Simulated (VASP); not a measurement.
# KI (P6_3/mmc) in VASP: a series of runs

KI is run at these levels: PBE, r2SCAN; tasks: single point.

Program: VASP 6.6.1. These are calculated values, not measurements. Logs are shortened: lines on timing, memory, paths and dates and some standing lists are left out, and cuts for length are marked.

## Step 1: The cell of the first run

The structure is hexagonal, space group P6_3/mmc (No. 194). Conventional cell: a = 6.039 Å, b = 6.039 Å, c = 6.888 Å, α = 90.00°, β = 90.00°, γ = 120.00°. Within 4.5 Å of K (site symmetry -6m2) lie 5 I at 3.44 to 3.49 Å. I (site symmetry -6m2) has 5 K at 3.44 to 3.49 Å within 4.5 Å.

## Step 2: Single point, PBE (uniaxial z strain -2.1%)

Contents of INCAR:

```
SYSTEM = KI
  PREC = Accurate
  ENCUT = 520
  EDIFF = 1E-6
  ISMEAR = -1
  SIGMA = 0.02
  LREAL = .FALSE.
  LASPH = .TRUE.
  NELM = 80
  ALGO = Normal
  ISIF = 2
  LWAVE = .FALSE.
  LCHARG = .FALSE.
  GGA = PE
  NBANDS = 24
```

Contents of KPOINTS:

```
Automatic mesh
0
G
  6 6 4
  0 0 0
```

Contents of POSCAR:

```
KI
1.0
    6.0394507886      0.0000000000      0.0000000000
   -3.0197253943      5.2303178079      0.0000000000
    0.0000000000      0.0000000000      6.8884875011
K I
2 2
Direct
    0.3333333333      0.6666666667     -0.0625000000
    0.6666666667      0.3333333333      0.4375000000
    0.3333333333      0.6666666667      0.4375000000
    0.6666666667      0.3333333333      0.9375000000
```

Potentials or basis: VASP PAW PBE potentials, release 64 (K_sv, I).

Started as:

```bash
> cat potpaw_PBE.64/K_sv/POTCAR potpaw_PBE.64/I/POTCAR > POTCAR
> mpirun -np 1 vasp_std > vasp.out
```

OUTCAR:

```text
SYSTEM = KI
   PREC = Accurate
   ENCUT = 520
   EDIFF = 1E-6
   ISMEAR = -1
   LREAL = .FALSE.
   LASPH = .TRUE.
   NELM = 80
   ISIF = 2
   GGA = PE

 ion  position               nearest neighbor table
   1  0.333  0.667  0.938-   3 3.44   3 3.44   4 3.49   4 3.49   4 3.49
   2  0.667  0.333  0.438-   4 3.44   4 3.44   3 3.49   3 3.49   3 3.49
   3  0.333  0.667  0.438-   1 3.44   1 3.44   2 3.49   2 3.49   2 3.49
   4  0.667  0.333  0.938-   2 3.44   2 3.44   1 3.49   1 3.49   1 3.49

  LATTYP: Found a hexagonal cell.
 ALAT       =     6.0394507886
 C/A-ratio  =     1.1405817751

  Lattice vectors:

 A1 = (   6.0394507886,   0.0000000000,   0.0000000000)
 A2 = (  -3.0197253943,   5.2303178079,   0.0000000000)
 A3 = (   0.0000000000,   0.0000000000,   6.8884875011)

Analysis of symmetry for initial positions (statically):
=====================================================================
 Subroutine PRICEL returns:
 Original cell was already a primitive cell.

 Routine SETGRP: Setting up the symmetry group for a
 hexagonal supercell.

 Subroutine GETGRP returns: Found 24 space group operations
 (whereof  6 operations were pure point group operations)
 out of a pool of 24 trial point group operations.

The static configuration has the point symmetry C_3v.
 The point group associated with its full space group is D_6h.

Analysis of symmetry for dynamics (positions and initial velocities):
=====================================================================
 Subroutine PRICEL returns:
 Original cell was already a primitive cell.

 Routine SETGRP: Setting up the symmetry group for a
 hexagonal supercell.

 Subroutine GETGRP returns: Found 24 space group operations
 (whereof  6 operations were pure point group operations)
 out of a pool of 24 trial point group operations.

The dynamic configuration has the point symmetry C_3v.
 The point group associated with its full space group is D_6h.

 Subroutine INISYM returns: Found 24 space group operations
 (whereof  6 operations are pure point group operations),
 and found     1 'primitive' translations

----------------------------------------------------------------------------------------

                                     Primitive cell

  volume of cell :     217.5952

  direct lattice vectors                    reciprocal lattice vectors
     6.039450789  0.000000000  0.000000000     0.165577970  0.095596485  0.000000000
    -3.019725394  5.230317808  0.000000000     0.000000000  0.191192971  0.000000000
     0.000000000  0.000000000  6.888487501     0.000000000  0.000000000  0.145169749

  length of vectors
     6.039450789  6.039450789  6.888487501     0.191192971  0.191192971  0.145169749

  position of ions in fractional coordinates (direct lattice)
     0.333333333  0.666666667  0.937500000
     0.666666667  0.333333333  0.437500000
     0.333333333  0.666666667  0.437500000
     0.666666667  0.333333333  0.937500000

  ion indices of the primitive-cell ions
   primitive index   ion index
                 1           1
                 2           2
                 3           3
                 4           4

----------------------------------------------------------------------------------------

 KPOINTS: Automatic mesh

Automatic generation of k-mesh.
 Grid dimensions read from file:
 generate k-points for:    6    6    4

 Generating k-lattice:

  Cartesian coordinates                     Fractional coordinates (reciprocal lattice)
     0.027596328  0.015932748  0.000000000     0.166666667  0.000000000  0.000000000
     0.000000000  0.031865495  0.000000000     0.000000000  0.166666667  0.000000000
     0.000000000  0.000000000  0.036292437     0.000000000  0.000000000  0.250000000

  Length of vectors
     0.031865495  0.031865495  0.036292437

  Shift w.r.t. Gamma in fractional coordinates (k-lattice)
     0.000000000  0.000000000  0.000000000

 Subroutine IBZKPT returns following result:
 ===========================================

 Found     21 irreducible k-points:

 Following reciprocal coordinates:
            Coordinates               Weight
  0.000000  0.000000  0.000000      1.000000
  0.166667  0.000000  0.000000      6.000000
  0.333333  0.000000  0.000000      6.000000
  0.500000  0.000000  0.000000      3.000000
  0.166667  0.166667  0.000000      6.000000
  0.333333  0.166667  0.000000     12.000000
[... 13 lines left out ...]
  0.333333  0.166667  0.500000     12.000000
  0.333333  0.333333  0.500000      2.000000
   k-points           NKPTS =     21   k-points in BZ     NKDIM =     21   number of bands    NBANDS=     24
   number of dos      NEDOS =    301   number of ions     NIONS =      4
   total plane-waves  NPLWV = 124416
   dimension x,y,z NGX =    48 NGY =   48 NGZ =   54
   dimension x,y,z NGXF=    96 NGYF=   96 NGZF=  108
   ions per type =               2   2
   NGX,Y,Z   is equivalent  to a cutoff of  13.21, 13.21, 13.03 a.u.
   NGXF,Y,Z  is equivalent  to a cutoff of  26.43, 26.43, 26.06 a.u.
 SYSTEM =  KI
   PREC   = accura    normal or accurate (medium, high low for compatibility)
   ISTART =      0    job   : 0-new  1-cont  2-samecut
   ICHARG =      2    charge: 1-file 2-atom 10-const
   ISPIN  =      1    spin polarized calculation?
   LNONCOLLINEAR =      F non collinear calculations
   LSORBIT =      F    spin-orbit coupling
   LASPH  =      T    aspherical Exc in radial PAW
   ENCUT  =  520.0 eV  38.22 Ry    6.18 a.u.  11.23 11.23 12.81*2*pi/ulx,y,z
   NELM   =     80;   NELMIN=  2; NELMDL= -5     # of ELM steps
   EDIFF  = 0.1E-05   stopping-criterion for ELM
   LREAL  =      F    real-space projection
   EDIFFG = 0.1E-04   stopping-criterion for IOM
   NSW    =      0    number of steps for IOM
   IBRION =     -1    ionic relax: 0-MD 1-quasi-New 2-CG
   NFREE  =      0    steps in history (QN), initial steepest desc. (CG)
   ISIF   =      2    stress and relaxation
   ISYM   =      2    0-nonsym 1-usesym 2-fastsym
   POTIM  = 0.5000    time-step for ionic-motion
   TEBEG  =    0.0;   TEEND  =   0.0 temperature during run
   PSTRESS=    0.0 pullay stress
   NELECT =      32.0000    total number of electrons
   NUPDOWN=      -1.0000    fix difference up-down
   EMIN   =  10.00;   EMAX   =-10.00  energy-range for DOS
   EFERMI =   0.00;   METHOD = LEGACY
   ISMEAR =    -1;   SIGMA  =   0.02  broadening in eV -4-tet -1-fermi 0-gaus
   EFERMI_NEDOS =   21; number of points for ismear=-14 and -15
   IALGO  =     38    algorithm
   IMIX   =      4    mixing-type and parameters
     AMIX     =   0.40;   BMIX     =  1.00
     AMIX_MAG =   1.60;   BMIX_MAG =  1.00
  volume/ion in A,a.u.               =      54.40       367.10
  Fermi-wavevector in a.u.,A,eV,Ry     =   0.864122  1.632954 10.159561  0.746707
  Thomas-Fermi vector in A             =   1.982172
   LORBIT       =      0    0 simple, 1 ext, 2 COOP (PROOUT), +10 PAW based schemes
   GGA     = PE    functional components
   LHFCALC =     F    Hartree Fock is set to
   AEXX    =    0.0000 exact exchange contribution
   IVDW    =     0    specifies the selected vdW correction
   LEPSILON=     F    determine dielectric tensor
   LRPA    =     F    only Hartree local field effects (RPA)
 non-spin polarized calculation
  energy-cutoff  :      520.00
  volume of cell :      217.60
 maximum number of plane-waves:      5904
 NGX is ok and might be reduce to    48
   NGX = 23   NGY = 23   NGZ = 25

 number of electron      32.0000004 magnetization

 Free energy of the ion-electron system (eV)
  ---------------------------------------------------
  ext. energy  EPLUGINS =         0.00000000
  ---------------------------------------------------
  free energy    TOTEN  =       -10.94622433 eV

  energy without entropy =      -10.94622433  energy(sigma->0) =      -10.94622433

 E-fermi :  -0.9738     XC(G=0):  -6.2039

 val. band max:       -1.3819390112   @ k =   0.0000   0.0000   0.0000
 cond. band min:       2.4334651420   @ k =   0.0000   0.0000   0.0000
 fundamental gap:      3.8154041533
 Fermi energy:        -0.9737926463

 k-point     1 :       0.0000    0.0000    0.0000
  band No.  band energies     occupation
      1     -29.9729      2.00000
      2     -29.9702      2.00000
      3     -13.4974      2.00000
      4     -13.4898      2.00000
      5     -13.4898      2.00000
      6     -13.4721      2.00000
[... 16 lines left out ...]
     23       5.7513      0.00000
     24       6.7137      0.00000

 k-point     2 :       0.1667    0.0000    0.0000
  band No.  band energies     occupation
      1     -29.9727      2.00000
      2     -29.9703      2.00000
      3     -13.5001      2.00000
      4     -13.4948      2.00000
      5     -13.4911      2.00000
      6     -13.4846      2.00000
[... 16 lines left out ...]
     23       5.9848      0.00000
     24       6.1775      0.00000

 k-point     3 :       0.3333    0.0000    0.0000
  band No.  band energies     occupation
      1     -29.9722      2.00000
      2     -29.9706      2.00000
      3     -13.5204      2.00000
      4     -13.5088      2.00000
      5     -13.4934      2.00000
      6     -13.4881      2.00000
[... 16 lines left out ...]
     23       5.9452      0.00000
     24       6.3148      0.00000
[... 433 lines left out ...]
 k-point    20 :       0.3333    0.1667    0.5000
  band No.  band energies     occupation
      1     -29.9714      2.00000
      2     -29.9714      2.00000
      3     -13.5799      2.00000
      4     -13.5799      2.00000
      5     -13.4840      2.00000
      6     -13.4840      2.00000
[... 16 lines left out ...]
     23       6.2055      0.00000
     24       6.2055      0.00000

 k-point    21 :       0.3333    0.3333    0.5000
  band No.  band energies     occupation
      1     -29.9714      2.00000
      2     -29.9714      2.00000
      3     -13.5853      2.00000
      4     -13.5853      2.00000
      5     -13.4852      2.00000
      6     -13.4852      2.00000
[... 16 lines left out ...]
     23       6.2606      0.00000
     24       6.2606      0.00000

------------------------ aborting loop because EDIFF is reached ----------------------------------------

  FORCE on cell =-STRESS in cart. coord.  units (eV):
  Direction    XX          YY          ZZ          XY          YZ          ZX
  --------------------------------------------------------------------------------------
  -------------------------------------------------------------------------------------
  Total        0.4573775      0.4573775      1.3555734     -0.0000000      0.0000000     -0.0000000
  in kB        3.3677203      3.3677203      9.9812339     -0.0000000      0.0000000     -0.0000000
  external PRESSURE =       5.5722248 kB  Pullay stress =       0.0000000 kB

 VOLUME and BASIS-vectors are now :
 -----------------------------------------------------------------------------
  energy-cutoff  :      520.00
  volume of cell :      217.60
      direct lattice vectors                 reciprocal lattice vectors
     6.039450789  0.000000000  0.000000000     0.165577970  0.095596485  0.000000000
    -3.019725394  5.230317808  0.000000000     0.000000000  0.191192971  0.000000000
     0.000000000  0.000000000  6.888487501     0.000000000  0.000000000  0.145169749

 POSITION                                       TOTAL-FORCE (eV/Angst)
 -----------------------------------------------------------------------------------
     -0.00000      3.48688      6.45796         0.000000      0.000000      0.000000
      3.01973      1.74344      3.01371        -0.000000     -0.000000     -0.000000
     -0.00000      3.48688      3.01371         0.000000     -0.000000      0.000000
      3.01973      1.74344      6.45796        -0.000000      0.000000     -0.000000
 -----------------------------------------------------------------------------------
    total drift:                               -0.000000      0.000000      0.000000

  FREE ENERGIE OF THE ION-ELECTRON SYSTEM (eV)
  ---------------------------------------------------
  free  energy   TOTEN  =       -10.9462243343 eV

  energy  without entropy=      -10.9462243343  energy(sigma->0) =      -10.94622433
```

Wall time 3.7 min (1 thread of Oxide Virtual Turin-like, shared host); peak memory 0.35 GiB.

What came out:

| Property | Result |
| --- | --- |
| Free energy | -10.9462 eV |
| Pressure | 0.6 GPa |
| Band gap on the k mesh | 3.82 eV |

Caveat: the cell differs from its parent crystal (uniaxial z strain -2.1%); the structure was generated, so it needn't be the stable form of KI; spin-orbit coupling is left out, which moves the levels of the heavy elements. A k mesh can miss the band edges.

## Step 3: Single point, r2SCAN (uniaxial z strain -2.1%)

POSCAR is that of step 2.

Contents of INCAR.step1:

```
ALGO     = Normal         # electronic algorithm
EDIFF    = 1E-4           # SCF threshold, eV
ENCUT    = 520            # plane-wave cutoff, eV
GGA      = PE             # functional
ISMEAR   = 0              # smearing method
LASPH    = True           # aspherical terms in the spheres
LCHARG   = False          # write CHGCAR
LREAL    = False          # projectors in reciprocal space
LWAVE    = True           # write WAVECAR
NBANDS   = 24             # bands
NELM     = 80             # most SCF steps
PREC     = Accurate       # precision mode
SIGMA    = 0.01           # smearing width, eV
```

Contents of INCAR.step2:

```
ALGO     = Normal         # electronic algorithm
EDIFF    = 1E-7           # SCF threshold, eV
ENCUT    = 520            # plane-wave cutoff, eV
ISIF     = 2              # what is computed and relaxed
ISMEAR   = 0              # smearing method
ISTART   = 1            
LASPH    = True           # aspherical terms in the spheres
LCHARG   = False          # write CHGCAR
LMIXTAU  = True         
LREAL    = False          # projectors in reciprocal space
LWAVE    = False          # write WAVECAR
METAGGA  = R2SCAN         # meta-GGA
NBANDS   = 24             # bands
NELM     = 80             # most SCF steps
PREC     = Accurate       # precision mode
SIGMA    = 0.01           # smearing width, eV
```

Contents of KPOINTS:

```
k-points
0
Gamma
  6 6 4
```

Potentials or basis: VASP PAW PBE potentials, release 64 (K_sv, I).

Started as:

```bash
> cat potpaw_PBE.64/K_sv/POTCAR potpaw_PBE.64/I/POTCAR > POTCAR
> cp INCAR.step1 INCAR
> mpirun -np 1 vasp_std > vasp.out
> cp INCAR.step2 INCAR
> mpirun -np 1 vasp_std > vasp.out
```

Run time: 17 min. Hardware: 1 thread of Oxide Virtual Turin-like, shared host; peak memory 0.4 GiB.

Results (log left out):

```
Free energy            : -67.6930 eV
Pressure               : 0.3 GPa
Band gap on the k mesh : 4.37 eV
```

Stress tensor (GPa, compression positive):
```
0.06 0.00 0.00
0.00 0.06 0.00
0.00 0.00 0.67
```

Levels at points of the mesh, in eV from the valence-band top:
```csv
k point,band 13,band 14,band 15,band 16,band 17,band 18,band 19,band 20
"(0.00, 0.00, 0.00)",-0.58,-0.30,-0.30,0.00,4.37,6.55,6.88,6.88
"(0.50, 0.00, 0.00)",-0.59,-0.51,-0.32,-0.17,5.75,6.31,6.35,6.40
"(0.00, 0.00, 0.50)",-0.46,-0.46,-0.46,-0.46,5.52,5.52,7.51,7.51
"(0.50, 0.00, 0.50)",-0.44,-0.44,-0.29,-0.29,5.93,5.93,7.78,7.78
```

Caveat: the cell differs from its parent crystal (uniaxial z strain -2.1%); the structure was generated, so it needn't be the stable form of KI; the PAW data sets were made with another functional, which shifts forces and pressure a little; spin-orbit coupling is left out, which moves the levels of the heavy elements.
